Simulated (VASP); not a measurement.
Crystal: CaO.

```xyz
2
Lattice="0.0000 2.3976 2.3976 2.3976 0.0000 2.3976 2.3976 2.3976 0.0000" Properties=species:S:1:pos:R:3 pbc="T T T"
Ca    0.0000    0.0000    0.0000
O     2.3976    2.3976    2.3976
```

Base run:

```yaml
Program: VASP 6.6.1
Functional: r2SCAN
Dispersion: D4
Potentials_or_basis: VASP PAW PBE potentials, release 64 (Ca_sv, O_h)
Cutoff: 1480 eV
k_mesh: 6 × 6 × 6
Occupations: gaussian, width 0.01 eV
Spin: no spin polarisation
```

Its results: band gap on the k mesh 4.19 eV (least direct gap 4.56 eV); pressure 0.2 GPa.

Problem. The run is repeated on the same cell with these changes: dispersion from D4 to none. What comes out?

Solution. Band gap on the k mesh 4.19 eV (least direct gap 4.56 eV); pressure 1.0 GPa.

Dispersion adds attraction, which lowers the pressure at fixed volume and, as a term added to the energy, leaves the levels alone.

Caveats: the PAW data sets were made with another functional, which shifts forces and pressure a little.

A k mesh can miss the band edges.
